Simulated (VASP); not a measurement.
# Al2O3 (Corundum) (R-3c) in VASP: notebook, part 2 of 2

VASP 6.6.1.

## Step 3: Single point, PBEsol+D3(BJ)

Input file INCAR:

```
PREC = Accurate
ENCUT = 520
EDIFF = 1E-6
ISMEAR = 0
SIGMA = 0.01
LREAL = False
LASPH = True
NELM = 60
ALGO = Normal
ISIF = 2
LWAVE = False
LCHARG = False
GGA = PS
IVDW = 12
NBANDS = 35
```

Input file KPOINTS:

```
Automatic mesh
0
Gamma
  6 6 6
```

Input file POSCAR:

```
Al2O3
1.0
    2.3802500000      1.3742379800      4.3318666700
   -2.3802500000      1.3742379800      4.3318666700
    0.0000000000     -2.7484759600      4.3318666700
Al O
4 6
Direct
    0.3521600000      0.3521600000      0.3521600000
    0.1478400000      0.1478400000      0.1478400000
    0.6478400000      0.6478400000      0.6478400000
    0.8521600000      0.8521600000      0.8521600000
    0.5566800000      0.9433200000      0.2500000000
    0.2500000000      0.5566800000      0.9433200000
    0.9433200000      0.2500000000      0.5566800000
    0.4433200000      0.0566800000      0.7500000000
    0.7500000000      0.4433200000      0.0566800000
    0.0566800000      0.7500000000      0.4433200000
```

Potentials or basis: VASP PAW PBE potentials, release 64 (Al, O).

Run with:

```
$ cat potpaw_PBE.64/Al/POTCAR potpaw_PBE.64/O/POTCAR > POTCAR
$ mpirun -np 1 vasp_std > vasp.out
```

OUTCAR:

```text
PREC = Accurate
   ENCUT = 520
   EDIFF = 1E-6
   ISMEAR = 0
   LREAL = False
   LASPH = True
   NELM = 60
   ISIF = 2
   GGA = PS
   IVDW = 12
 IVDW          = 12

 ion  position               nearest neighbor table
   1  0.352  0.352  0.352-  10 1.85   8 1.85   9 1.85   5 1.97   7 1.97   6 1.97   2 2.66   3 2.79
                             3 2.79   3 2.79   2 3.22   2 3.22   2 3.22
   2  0.148  0.148  0.148-   9 1.85   8 1.85  10 1.85   5 1.97   7 1.97   6 1.97   1 2.66   4 2.79
[... 1147 lines left out ...]
  in kB     -16.96518   -16.96518   -24.18303     0.00000     0.00000    -0.00000
  external pressure =      -19.37 kB  Pullay stress =        0.00 kB

 VOLUME and BASIS-vectors are now :
 -----------------------------------------------------------------------------
  energy-cutoff  :      520.00
  volume of cell :       85.02
      direct lattice vectors                 reciprocal lattice vectors
     2.380250000  1.374237980  4.331866670     0.210061968  0.121279334  0.076949121
    -2.380250000  1.374237980  4.331866670    -0.210061968  0.121279334  0.076949121
     0.000000000 -2.748475960  4.331866670     0.000000000 -0.242558668  0.076949121

 POSITION                                       TOTAL-FORCE (eV/Angst)
 -----------------------------------------------------------------------------------
      0.00000      0.00000      4.57653        -0.000000      0.000000     -0.053486
      0.00000      0.00000      1.92127        -0.000000     -0.000000      0.053486
      0.00000      0.00000      8.41907        -0.000000      0.000000      0.053486
      0.00000      0.00000     11.07433        -0.000000     -0.000000     -0.053486
     -0.92030      1.37424      7.58077        -0.088234     -0.000000      0.000000
     -0.72998     -1.48412      7.58077         0.044117     -0.076413      0.000000
      1.65027      0.10988      7.58077         0.044117      0.076413      0.000000
      0.92030     -1.37424      5.41483         0.088234     -0.000000     -0.000000
      0.72998      1.48412      5.41483        -0.044117      0.076413      0.000000
     -1.65027     -0.10988      5.41483        -0.044117     -0.076413      0.000000
 -----------------------------------------------------------------------------------
    total drift:                               -0.000000      0.000000     -0.000000

  FREE ENERGIE OF THE ION-ELECTRON SYSTEM (eV)
  ---------------------------------------------------
  free  energy   TOTEN  =       -80.6051119077 eV

  energy  without entropy=      -80.6051119077  energy(sigma->0) =      -80.60511191
```

OSZICAR:

```text
N       E                     dE             d eps       ncg     rms          rms(c)
DAV:   1     0.222170877590E+03    0.22217E+03   -0.25363E+04  2240   0.131E+03
DAV:   2    -0.733293825648E+02   -0.29550E+03   -0.28516E+03  2885   0.285E+02
DAV:   3    -0.858222816815E+02   -0.12493E+02   -0.12449E+02  2917   0.596E+01
DAV:   4    -0.859188456755E+02   -0.96564E-01   -0.96501E-01  2776   0.603E+00
DAV:   5    -0.859199896525E+02   -0.11440E-02   -0.11438E-02  2815   0.657E-01    0.165E+01
DAV:   6    -0.787259111843E+02    0.71941E+01   -0.24601E+01  2730   0.263E+01    0.600E+00
DAV:   7    -0.786881554950E+02    0.37756E-01   -0.75522E-01  2688   0.426E+00    0.323E+00
DAV:   8    -0.786591306523E+02    0.29025E-01   -0.75333E-02  2789   0.212E+00    0.625E-01
DAV:   9    -0.786581623579E+02    0.96829E-03   -0.17063E-02  2912   0.674E-01    0.325E-01
DAV:  10    -0.786584484599E+02   -0.28610E-03   -0.51032E-04  2533   0.134E-01    0.674E-02
DAV:  11    -0.786584152695E+02    0.33190E-04   -0.24934E-04  2848   0.886E-02    0.242E-02
DAV:  12    -0.786584165082E+02   -0.12387E-05   -0.10653E-05  2674   0.199E-02    0.588E-03
DAV:  13    -0.786584157729E+02    0.73523E-06   -0.30541E-06  2376   0.960E-03
   1 F= -.80605112E+02 E0= -.80605112E+02  d E =-.288770E-70
```

Run time: 1.7 min. Hardware: 1 thread of Intel Xeon 6975P-C, shared host; peak memory 0.27 GiB.

Results:

```
Free energy                : -80.6051 eV
Pressure                   : -1.9 GPa
Largest force              : 0.088 eV/Å
Band gap on the k mesh     : 6.12 eV, direct
Dispersion energy per atom : -0.195 eV
```

Forces on the atoms (eV/Å):
```
Al   0.000  0.000 -0.053
Al   0.000  0.000  0.053
Al   0.000  0.000  0.053
Al   0.000  0.000 -0.053
O   -0.088  0.000  0.000
O    0.044 -0.076  0.000
O    0.044  0.076  0.000
O    0.088  0.000  0.000
O   -0.044  0.076  0.000
O   -0.044 -0.076  0.000
```

Caveat: the PAW data sets were made with another functional, which shifts forces and pressure a little.

## Step 4: Comparison with measurements

Step 2. Measured gap of Al2O3: 8.7 eV (optical; quoted in “Multi-petahertz electron interference in Cr:Al2O3 solid-state material”, 2018, pmc:5906618). This calculation gives 6.12 eV (-2.58 eV). The value is that of PBEsol+D3(BJ) on a finite k mesh, which can miss the band edges, without temperature or zero-point motion. Semilocal functionals fall short of measured gaps as a rule.

Step 3. Measured gap of Al2O3: 8.7 eV (optical; quoted in “Multi-petahertz electron interference in Cr:Al2O3 solid-state material”, 2018, pmc:5906618). This calculation gives 6.12 eV (-2.58 eV). The value is that of PBEsol+D3(BJ) on a finite k mesh, which can miss the band edges, without temperature or zero-point motion. Semilocal functionals fall short of measured gaps as a rule.
